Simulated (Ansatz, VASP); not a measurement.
## KF in VASP and in Ansatz

```
K F
1.0
     0.00000    2.63623    2.63623
     2.63623    0.00000    2.63623
     2.63623    2.63623    0.00000
K F
1 1
Direct
  0.00000 0.00000 0.00000
  0.50000 0.50000 0.50000
```

Alike in both runs: task single point; functional PBE; k mesh 8 × 8 × 8; occupations gaussian, width 0.05 eV; no spin polarisation.

|  | VASP | Ansatz |
| --- | --- | --- |
| version | VASP 6.6.1 | Ansatz 0.2.0 |
| potentials or method | VASP PAW PBE potentials, release 64 (K_sv, F), cutoff 520 eV | scalar-relativistic, plane waves, PAW |
| valence electrons in the cell | 16 | 16 |

```csv
,VASP,Ansatz,Ansatz less VASP
gap on the k mesh at the Fermi level (eV),6.38,6.40,+0.017
least direct gap on the mesh (eV),6.38,6.40,+0.017
pressure (GPa),3.0,3.0,-0.08
```
